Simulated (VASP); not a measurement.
Input of a VASP 6.6.1 run:

The input INCAR:

```
ALGO = Normal
EDIFF = 1E-6
ENCUT = 600
GGA = PS
GGA_COMPAT = False
ISIF = 2
ISMEAR = 0
LASPH = True
LCHARG = False
LREAL = False
LWAVE = False
NBANDS = 16
NELM = 120
PREC = Accurate
SIGMA = 0.01
```

The input KPOINTS:

```
k-points
0
Gamma
  10 10 10
```

POSCAR

```
GaN
1.0
    0.0000000000      2.2491509523      2.2491509523
    2.2491509523      0.0000000000      2.2491509523
    2.2491509523      2.2491509523      0.0000000000
Ga N
1 1
Direct
    0.0000000000      0.0000000000      0.0000000000
    0.2500000000      0.2500000000      0.2500000000
```

Potentials or basis: VASP PAW PBE potentials, release 64 (Ga_d, N).

Command:

```sh
$ cat potpaw_PBE.64/Ga_d/POTCAR potpaw_PBE.64/N/POTCAR > POTCAR
$ mpirun -np 1 vasp_std > vasp.out
```

(1) Predict the pressure.

(2) What does it give for the band gap on the k mesh?

Results:

(1) -0.4 GPa.

(2) 1.72 eV.

Caveat: the PAW data sets were made with another functional, which shifts forces and pressure a little.
